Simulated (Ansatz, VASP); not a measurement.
Cu: VASP beside Ansatz

```
CELL_PARAMETERS angstrom
0.00000 1.80750 1.80750
1.80750 0.00000 1.80750
1.80750 1.80750 0.00000
ATOMIC_POSITIONS crystal
Cu 0.00300 0.00300 0.00300
```

Alike in both runs: task relaxation of cell and atoms; functional LDA; k mesh 26 × 26 × 26; occupations gaussian, width 0.1 eV; no spin polarisation.

|  | VASP | Ansatz |
| --- | --- | --- |
| version | VASP 6.6.1 | Ansatz 0.2.0 |
| potentials or method | VASP PAW LDA potentials, release 64 (Cu) | scalar-relativistic, plane waves, PAW |
| plane-wave cutoff (eV) | 600 | 420 |
| valence electrons in the cell | 11 | 19 |

Ansatz gave:

```
relaxed volume (Å³/atom)                                     : 10.89
relaxed cell length with the largest relative difference (Å) : 2.488
```

Task: What did VASP give for the same quantities?

Result: Relaxed volume (Å³/atom): 10.94; relaxed cell length with the largest relative difference (Å): 2.492.

LDA's correlation is that of Perdew and Zunger in VASP and of Perdew and Wang (1992) in Ansatz. VASP's potentials hold 11 valence electrons a cell and Ansatz's 19, so a difference there can come from the potentials and not from the codes.
